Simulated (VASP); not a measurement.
# Cr (Pm-3m) in VASP: single point with LDA

Aim: the single point of Cr with LDA.

Everything below comes from runs of VASP 6.6.1. Logs are shortened: lines on timing, memory, paths and dates and some standing lists are left out, and cuts for length are marked.

## Step 1: The cell of the first run

It takes space group Pm-3m (No. 221, cubic). Conventional cell: a = 2.288 Å, b = 2.288 Å, c = 2.288 Å, α = 90.00°, β = 90.00°, γ = 90.00°. Within 3.0 Å of Cr (site symmetry m-3m) lie 6 Cr at 2.29 Å.

## Step 2: Single point, LDA

INCAR

```
ALGO = Normal ; EDIFF = 1E-6
ENCUT = 520 ; ISIF = 2
ISMEAR = -1 ; LASPH = T
LCHARG = F ; LREAL = F
LWAVE = F ; NBANDS = 12
NELM = 60 ; PREC = Accurate
SIGMA = 0.13605693000000002
```

KPOINTS

```
k-points
0
Gamma
  14 14 14
```

POSCAR

```
Cr
1.0
    2.2880922054      0.0000000000      0.0000000000
    0.0000000000      2.2880922054      0.0000000000
    0.0000000000      0.0000000000      2.2880922054
Cr
1
Direct
    0.0000000000      0.0000000000      0.0000000000
```

Potentials or basis: VASP PAW LDA potentials, release 64 (Cr_pv).

Run with:

```
$ cat potpaw_LDA.64/Cr_pv/POTCAR > POTCAR
$ mpirun -np 1 vasp_std > vasp.out
```

OUTCAR:

```text
EDIFF = 1E-6
   ENCUT = 520
   ISIF = 2
   ISMEAR = -1
   LASPH = T
   LREAL = F
   NELM = 60
   PREC = Accurate

 ion  position               nearest neighbor table
   1  0.000  0.000  0.000-

  LATTYP: Found a simple cubic cell.
 ALAT       =     2.2880922054

  Lattice vectors:

 A1 = (   2.2880922054,   0.0000000000,   0.0000000000)
 A2 = (   0.0000000000,   2.2880922054,   0.0000000000)
 A3 = (   0.0000000000,   0.0000000000,   2.2880922054)

Analysis of symmetry for initial positions (statically):
=====================================================================
 Subroutine PRICEL returns:
 Original cell was already a primitive cell.

 Routine SETGRP: Setting up the symmetry group for a
 simple cubic supercell.

 Subroutine GETGRP returns: Found 48 space group operations
[... 9 lines left out ...]

 Routine SETGRP: Setting up the symmetry group for a
 simple cubic supercell.

 Subroutine GETGRP returns: Found 48 space group operations
[... 11 lines left out ...]
                                     Primitive cell

  volume of cell :      11.9790

  direct lattice vectors                    reciprocal lattice vectors
     2.288092205  0.000000000  0.000000000     0.437045324  0.000000000  0.000000000
     0.000000000  2.288092205  0.000000000     0.000000000  0.437045324  0.000000000
     0.000000000  0.000000000  2.288092205     0.000000000  0.000000000  0.437045324

  length of vectors
     2.288092205  2.288092205  2.288092205     0.437045324  0.437045324  0.437045324

  position of ions in fractional coordinates (direct lattice)
     0.000000000  0.000000000  0.000000000

  ion indices of the primitive-cell ions
   primitive index   ion index
                 1           1

----------------------------------------------------------------------------------------

 KPOINTS: k-points

Automatic generation of k-mesh.
 Grid dimensions read from file:
 generate k-points for:   14   14   14

 Generating k-lattice:

  Cartesian coordinates                     Fractional coordinates (reciprocal lattice)
     0.031217523  0.000000000  0.000000000     0.071428571  0.000000000  0.000000000
     0.000000000  0.031217523  0.000000000     0.000000000  0.071428571  0.000000000
     0.000000000  0.000000000  0.031217523     0.000000000  0.000000000  0.071428571

  Length of vectors
     0.031217523  0.031217523  0.031217523

  Shift w.r.t. Gamma in fractional coordinates (k-lattice)
     0.000000000  0.000000000  0.000000000

 Subroutine IBZKPT returns following result:
 ===========================================

 Found    120 irreducible k-points:

 Following reciprocal coordinates:
            Coordinates               Weight
  0.000000  0.000000  0.000000      1.000000
  0.071429  0.000000  0.000000      6.000000
  0.142857  0.000000  0.000000      6.000000
  0.214286  0.000000  0.000000      6.000000
  0.285714  0.000000  0.000000      6.000000
  0.357143  0.000000  0.000000      6.000000
[... 16 lines left out ...]
  0.285714  0.214286  0.000000     24.000000
  0.357143  0.214286  0.000000     24.000000
 [... further k-points ...]
   k-points           NKPTS =    120   k-points in BZ     NKDIM =    120   number of bands    NBANDS=     12
   number of dos      NEDOS =    301   number of ions     NIONS =      1
   total plane-waves  NPLWV =   5832
   dimension x,y,z NGX =    18 NGY =   18 NGZ =   18
   dimension x,y,z NGXF=    36 NGYF=   36 NGZF=   36
   ions per type =               1
   NGX,Y,Z   is equivalent  to a cutoff of  13.08, 13.08, 13.08 a.u.
   NGXF,Y,Z  is equivalent  to a cutoff of  26.16, 26.16, 26.16 a.u.
 SYSTEM =  unknown system
   PREC   = accura    normal or accurate (medium, high low for compatibility)
   ISTART =      0    job   : 0-new  1-cont  2-samecut
   ICHARG =      2    charge: 1-file 2-atom 10-const
   ISPIN  =      1    spin polarized calculation?
   LNONCOLLINEAR =      F non collinear calculations
   LSORBIT =      F    spin-orbit coupling
   LASPH  =      T    aspherical Exc in radial PAW
   ENCUT  =  520.0 eV  38.22 Ry    6.18 a.u.   4.25  4.25  4.25*2*pi/ulx,y,z
   NELM   =     60;   NELMIN=  2; NELMDL= -5     # of ELM steps
   EDIFF  = 0.1E-05   stopping-criterion for ELM
   LREAL  =      F    real-space projection
   EDIFFG = 0.1E-04   stopping-criterion for IOM
   NSW    =      0    number of steps for IOM
   IBRION =     -1    ionic relax: 0-MD 1-quasi-New 2-CG
   NFREE  =      0    steps in history (QN), initial steepest desc. (CG)
   ISIF   =      2    stress and relaxation
   ISYM   =      2    0-nonsym 1-usesym 2-fastsym
   POTIM  = 0.5000    time-step for ionic-motion
   TEBEG  =    0.0;   TEEND  =   0.0 temperature during run
   PSTRESS=    0.0 pullay stress
   NELECT =      12.0000    total number of electrons
   NUPDOWN=      -1.0000    fix difference up-down
   EMIN   =  10.00;   EMAX   =-10.00  energy-range for DOS
   EFERMI =   0.00;   METHOD = LEGACY
   ISMEAR =    -1;   SIGMA  =   0.14  broadening in eV -4-tet -1-fermi 0-gaus
   EFERMI_NEDOS =   21; number of points for ismear=-14 and -15
   IALGO  =     38    algorithm
   IMIX   =      4    mixing-type and parameters
     AMIX     =   0.40;   BMIX     =  1.00
     AMIX_MAG =   1.60;   BMIX_MAG =  1.00
  volume/ion in A,a.u.               =      11.98        80.84
  Fermi-wavevector in a.u.,A,eV,Ry     =   1.638055  3.095474 36.507466  2.683223
  Thomas-Fermi vector in A             =   2.729091
   LORBIT       =      0    0 simple, 1 ext, 2 COOP (PROOUT), +10 PAW based schemes
   GGA     = CA    functional components
   LHFCALC =     F    Hartree Fock is set to
   AEXX    =    0.0000 exact exchange contribution
   IVDW    =     0    specifies the selected vdW correction
   LEPSILON=     F    determine dielectric tensor
   LRPA    =     F    only Hartree local field effects (RPA)
 non-spin polarized calculation
  energy-cutoff  :      520.00
  volume of cell :       11.98
 maximum number of plane-waves:       341
 NGX is ok and might be reduce to    18
   NGX =  9   NGY =  9   NGZ =  9

 number of electron      11.9999988 magnetization

 Free energy of the ion-electron system (eV)
  ---------------------------------------------------
  ext. energy  EPLUGINS =         0.00000000
  ---------------------------------------------------
  free energy    TOTEN  =        -9.63179805 eV

  energy without entropy =       -9.55515704  energy(sigma->0) =       -9.59347755

 E-fermi :  10.3536     XC(G=0): -13.6525

 val. band max:       10.3519697785   @ k =   0.5000   0.2857   0.2143
 cond. band min:      10.3771533689   @ k =   0.3571   0.2857   0.2143
 fundamental gap:      0.0251835904
 Fermi energy:        10.3535610856

 k-point     1 :       0.0000    0.0000    0.0000
  band No.  band energies     occupation
      1     -31.6838      2.00000
      2     -31.6838      2.00000
      3     -31.6838      2.00000
      4       2.8402      2.00000
      5       6.9071      2.00000
      6       6.9071      2.00000
      7      13.0161      0.00000
      8      13.0161      0.00000
      9      13.0161      0.00000
     10      16.1670      0.00000
     11      30.7495      0.00000
     12      30.7495      0.00000

 k-point     2 :       0.0714    0.0000    0.0000
  band No.  band energies     occupation
      1     -31.7507      2.00000
      2     -31.6780      2.00000
      3     -31.6780      2.00000
      4       3.0130      2.00000
      5       6.9455      2.00000
      6       7.0403      2.00000
      7      12.8905      0.00000
      8      12.8905      0.00000
      9      13.0257      0.00000
     10      16.1669      0.00000
     11      29.3107      0.00000
     12      31.0132      0.00000

 k-point     3 :       0.1429    0.0000    0.0000
  band No.  band energies     occupation
      1     -31.9362      2.00000
      2     -31.6620      2.00000
      3     -31.6620      2.00000
      4       3.5065      2.00000
      5       7.0547      2.00000
      6       7.4256      2.00000
      7      12.5514      0.00000
      8      12.5514      0.00000
      9      13.0528      0.00000
     10      16.1669      0.00000
     11      26.7254      0.00000
     12      31.7685      0.00000

 k-point     4 :       0.2143    0.0000    0.0000
  band No.  band energies     occupation
      1     -32.1994      2.00000
      2     -31.6388      2.00000
      3     -31.6388      2.00000
      4       4.2527      2.00000
      5       7.2165      2.00000
      6       8.0118      2.00000
      7      12.0902      0.00001
      8      12.0902      0.00001
      9      13.0922      0.00000
     10      16.1669      0.00000
     11      24.1314      0.00000
     12      32.9284      0.00000

 k-point     5 :       0.2857    0.0000    0.0000
  band No.  band energies     occupation
      1     -32.4849      2.00000
      2     -31.6129      2.00000
      3     -31.6129      2.00000
      4       5.1547      2.00000
      5       7.4020      2.00000
      6       8.6940      1.99999
      7      11.6119      0.00019
      8      11.6119      0.00019
      9      13.1361      0.00000
     10      16.1667      0.00000
     11      21.8244      0.00000
     12      33.4474      0.00000

 k-point     6 :       0.3571    0.0000    0.0000
  band No.  band energies     occupation
      1     -32.7366      2.00000
      2     -31.5895      2.00000
      3     -31.5895      2.00000
      4       6.0863      2.00000
      5       7.5750      2.00000
      6       9.3081      1.99908
      7      11.2064      0.00378
      8      11.2064      0.00378
      9      13.1760      0.00000
     10      16.1663      0.00000
     11      19.9754      0.00000
     12      32.6337      0.00000

 k-point     7 :       0.4286    0.0000    0.0000
  band No.  band energies     occupation
      1     -32.9079      2.00000
      2     -31.5733      2.00000
      3     -31.5733      2.00000
      4       6.8565      2.00000
      5       7.6982      2.00000
      6       9.6857      1.98534
      7      10.9381      0.02688
      8      10.9381      0.02688
      9      13.2037      0.00000
     10      16.1658      0.00000
     11      18.7601      0.00000
     12      32.0849      0.00000

 k-point     8 :       0.5000    0.0000    0.0000
  band No.  band energies     occupation
      1     -32.9685      2.00000
      2     -31.5674      2.00000
      3     -31.5674      2.00000
      4       7.1756      2.00000
      5       7.7429      2.00000
      6       9.7927      1.96810
      7      10.8445      0.05276
      8      10.8445      0.05276
      9      13.2136      0.00000
     10      16.1654      0.00000
     11      18.3348      0.00000
     12      31.8919      0.00000
[... 166 lines left out ...]
 k-point    20 :       0.4286    0.1429    0.0000
  band No.  band energies     occupation
      1     -32.8720      2.00000
      2     -31.8097      2.00000
      3     -31.5528      2.00000
      4       7.2318      2.00000
      5       8.0780      2.00000
      6       8.7310      1.99999
      7      11.0217      0.01463
      8      12.2537      0.00000
      9      12.8072      0.00000
     10      16.1660      0.00000
     11      18.8714      0.00000
     12      30.5827      0.00000

 k-point    21 :       0.5000    0.1429    0.0000
  band No.  band energies     occupation
      1     -32.9318      2.00000
      2     -31.8031      2.00000
      3     -31.5471      2.00000
      4       7.6294      2.00000
      5       8.1610      2.00000
      6       8.4420      2.00000
      7      10.9303      0.02843
      8      12.5704      0.00000
      9      12.8198      0.00000
     10      16.1654      0.00000
     11      18.2986      0.00000
     12      30.7756      0.00000

 k-point    22 :       0.2143    0.2143    0.0000
  band No.  band energies     occupation
      1     -32.1635      2.00000
      2     -32.1192      2.00000
      3     -31.5949      2.00000
      4       5.4210      2.00000
      5       7.8118      2.00000
      6       8.8000      1.99998
      7      11.3230      0.00161
      8      12.1115      0.00000
      9      12.3254      0.00000
     10      16.1669      0.00000
     11      24.6623      0.00000
     12      26.4647      0.00000

 k-point    23 :       0.2857    0.2143    0.0000
  band No.  band energies     occupation
      1     -32.4216      2.00000
      2     -32.1064      2.00000
      3     -31.5697      2.00000
      4       6.0625      2.00000
      5       7.9403      2.00000
      6       9.3495      1.99875
      7      11.3384      0.00144
      8      11.7425      0.00007
      9      12.3113      0.00000
     10      16.1668      0.00000
     11      22.7283      0.00000
     12      26.8773      0.00000

 k-point    24 :       0.3571    0.2143    0.0000
  band No.  band energies     occupation
      1     -32.6664      2.00000
      2     -32.0772      2.00000
      3     -31.5468      2.00000
      4       6.6454      2.00000
      5       7.9729      2.00000
      6       9.5351      1.99513
      7      11.3659      0.00117
      8      12.0596      0.00001
      9      12.3651      0.00000
     10      16.1667      0.00000
     11      20.6502      0.00000
     12      27.8058      0.00000

 [... further k-points ...]

------------------------ aborting loop because EDIFF is reached ----------------------------------------

  FORCE on cell =-STRESS in cart. coord.  units (eV):
  Direction    XX          YY          ZZ          XY          YZ          ZX
  --------------------------------------------------------------------------------------
  -------------------------------------------------------------------------------------
  Total       -0.0744257     -0.0744257     -0.0744257      0.0000000      0.0000000      0.0000000
  in kB       -9.9543497     -9.9543497     -9.9543497      0.0000000      0.0000000      0.0000000
  external PRESSURE =      -9.9543497 kB  Pullay stress =       0.0000000 kB

 VOLUME and BASIS-vectors are now :
 -----------------------------------------------------------------------------
  energy-cutoff  :      520.00
  volume of cell :       11.98
      direct lattice vectors                 reciprocal lattice vectors
     2.288092205  0.000000000  0.000000000     0.437045324  0.000000000  0.000000000
     0.000000000  2.288092205  0.000000000     0.000000000  0.437045324  0.000000000
     0.000000000  0.000000000  2.288092205     0.000000000  0.000000000  0.437045324

 POSITION                                       TOTAL-FORCE (eV/Angst)
 -----------------------------------------------------------------------------------
      0.00000      0.00000      0.00000         0.000000      0.000000      0.000000
 -----------------------------------------------------------------------------------
    total drift:                               -0.000000      0.000000      0.000000

  FREE ENERGIE OF THE ION-ELECTRON SYSTEM (eV)
  ---------------------------------------------------
  free  energy   TOTEN  =        -9.6317980472 eV

  energy  without entropy=       -9.5551570432  energy(sigma->0) =       -9.59347755
```

Run time: 5.8 s. Hardware: 1 thread of Intel Xeon 6975P-C (Granite Rapids), shared host; peak memory 0.12 GiB.

Results:

- Free energy: -9.6318 eV
- Pressure: -1.0 GPa
- Band gap on the k mesh: zero (band 6 reaches 11.50 eV, above the bottom of band 7 at 9.75 eV)

Caveat: the run has no spin polarisation, though such a crystal can be magnetic. Spin polarisation is off, so any magnetic state and its effect on volume and gap are missing.
